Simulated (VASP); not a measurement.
Runs of VASP 6.6.1 on CuO. The structure is monoclinic, space group Cc (No. 9). Conventional cell: a = 4.689 Å, b = 3.427 Å, c = 5.132 Å, α = 90.00°, β = 99.65°, γ = 90.00°. Within 2.5 Å of Cu (site symmetry 1) lie 4 O at 1.91 to 2.02 Å. O (site symmetry 1) has 4 Cu at 1.91 to 2.02 Å within 2.5 Å. 

| potentials or basis | spin | fixed moment (μB) | cutoff (eV) | gap on the mesh (eV) | pressure (GPa) | moment (μB) | largest force (eV/Å) |
| --- | --- | --- | --- | --- | --- | --- | --- |
| VASP PAW LDA potentials, release 64 (Cu, O) | collinear | - | 520 | none | -11.3 | 1.98 | 0.73 |
| VASP PAW LDA potentials, release 64 (Cu_sv_GW, O) | collinear, zero start | 0.0 | 700 | - | -12.3 | 0.00 | 0.74 |
| VASP PAW LDA potentials, release 64 (Cu, O) | collinear, ferromagnetic start | 2.0 | 520 | - | -11.3 | 2.00 | 0.73 |
| VASP PAW LDA potentials, release 64 (Cu, O) | collinear, ferromagnetic start | - | 520 | none | -11.3 | 1.98 | 0.73 |
| VASP PAW LDA potentials, release 64 (Cu, O) | collinear, ferromagnetic start | 1.5 | 520 | - | (a) | 1.50 | 0.73 |

Alike in all rows: task single point; level LDA+U; Cu d U = 5.0 eV; cell as given; k mesh 7 × 7 × 4; smearing gaussian 0.05 eV.

**Question.** Estimate the missing entries.

**Answer.** (a) -11.7.

Caveats: the cell stands under tension; the total moment is fixed, so each spin has its own Fermi level (at least some runs).

A gap of «none» marks levels without a gap at the run's occupations.

The runs don't all hold the same shells in valence.
